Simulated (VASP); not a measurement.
Write the native input for VASP 6.6.1 that does the following.

| Item | Value |
| --- | --- |
| Task | single point |
| Functional | PBEsol |
| Potentials or basis | VASP PAW PBE potentials, release 64 (Ni, Ge_d) |
| Cutoff | 520 eV |
| k mesh | 14 × 14 × 14 |
| Occupations | gaussian, width 0.1 eV |
| Spin | no spin polarisation |
| Dipole correction | no |
| Further INCAR settings | ALGO = Fast; EDIFF = 1e-07; NBANDS = 30 |

The structure of Ni3Ge lies in POSCAR:

```
Ni3Ge
1.0
    3.6306617253      0.0000000000      0.0000000000
    0.0000000000      3.6306617253      0.0000000000
    0.0000000000      0.0000000000      3.4614658391
Ni Ge
3 1
Direct
    0.5000000000      0.0000000000      0.5000000000
    0.0000000000      0.5000000000      0.5000000000
    0.5000000000      0.5000000000      0.0000000000
    0.0000000000      0.0000000000      0.0000000000
```

This cell differs from its parent crystal: biaxial strain in the a-b plane: +3.0 %.

One way to write it, as run:

INCAR

```
PREC = Accurate
ENCUT = 520
EDIFF = 1E-7
ISMEAR = 0
SIGMA = 0.1
LREAL = F
LASPH = T
NELM = 100
ALGO = Fast
ISIF = 2
LWAVE = F
LCHARG = F
GGA = PS
NBANDS = 30
```

KPOINTS

```
Automatic mesh
0
Gamma
  14 14 14
```

Potentials or basis: VASP PAW PBE potentials, release 64 (Ni, Ge_d).

Run with:

```sh
$ cat potpaw_PBE.64/Ni/POTCAR potpaw_PBE.64/Ge_d/POTCAR > POTCAR
$ mpirun -np 1 vasp_std > vasp.out
```

It gave:

| Quantity | Value |
| --- | --- |
| Pressure | -7.7 GPa |
| Band gap on the k mesh | zero (bands 22 and 23 overlap by 0.31 eV) |

Caveat: the cell differs from its parent crystal (biaxial strain in the a-b plane: +3.0 %); the stress differs along the axes, from -10 to -4 GPa; the PAW data sets were made with another functional, which shifts forces and pressure a little.

It took 4.7 min on 1 thread of AMD EPYC 9R45 96-Core Processor (Zen 5), on a shared host, peak memory 0.39 GiB.
